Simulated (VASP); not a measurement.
Runs of VASP 6.6.1 on TiN (rocksalt type). The structure is that of space group Fm-3m (No. 225), or close to it. The cells are those of the table. 

```tsv
cell	cutoff (eV)	gap on the mesh (eV)	pressure (GPa)
a = 2.588 Å, angles 60.0°, 2 atoms	600	none	311.8
a = 2.692 Å, angles 60.0°, 2 atoms	520	none	(b)
a = 2.942 Å, angles 60.0°, 2 atoms	520	none	(a)
a = 3.004 Å, angles 60.0°, 2 atoms	520	none	0.4
a = 2.788 Å, angles 60.0°, 2 atoms	520	none	99.2
a = 2.878 Å, angles 60.0°, 2 atoms	520	none	46.8
a = 2.461 Å, angles 60.0°, 2 atoms	520	none	562.6
a = 2.588 Å, angles 60.0°, 2 atoms	520	none	311.8
```

Alike in all rows: task single point; level PBE; potentials or basis VASP PAW PBE potentials, release 64 (Ti_sv, N); no spin polarisation; k mesh 15 × 15 × 15; smearing fermi-dirac 0.1 eV.

Q: Estimate the missing entries.

A: (a) 20.0; (b) 181.1.

Caveats: the cell stands under pressure (at least some runs).

A gap of «none» marks levels without a gap at the run's occupations.
